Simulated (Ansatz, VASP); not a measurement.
Two plane-wave programs on Li2TaO3

```
Li Ta O
1.0
     2.86885    0.00000    0.00000
     0.00000    2.86885    0.00000
     0.00000    0.00000    8.90322
Li Ta O
2 1 3
Direct
  0.00000 0.00000 0.85252
  0.50000 0.50000 0.62354
  0.50000 0.50000 0.16358
  0.00000 0.00000 0.65043
  0.00000 0.00000 0.24880
  0.50000 0.50000 0.96113
```

Change from the starting cell: species swapped into the MnAl2Cr3 type (P4mm, No. 99).

Alike in both runs: functional PBE; k mesh 6 × 6 × 2; occupations gaussian, width 0.1 eV; no spin polarisation.

Ansatz relaxed the structure, and its values are those at the end. VASP's run is a single point on that final structure, the one shown.

|  | VASP | Ansatz |
| --- | --- | --- |
| version | VASP 6.6.1 | Ansatz 0.2.0 |
| potentials or method | VASP PAW PBE potentials, release 64 (Li_sv, Ta_sv_GW, O), cutoff 880 eV | scalar-relativistic, plane waves, PAW |
| valence electrons in the cell | 37 | 37 |

```csv
,VASP,Ansatz,Ansatz less VASP
gap on the k mesh at the Fermi level (eV),none,none,-
pressure (GPa),0.4,0.1,-0.31
rms of the force components (eV/Å),0.061,0.003,-0.0580
```

A gap of «none» marks a metal or a gap that the smearing closes.

The k mesh is coarse, so the values compare programs but aren't converged. Neither program's run includes spin-orbit coupling.
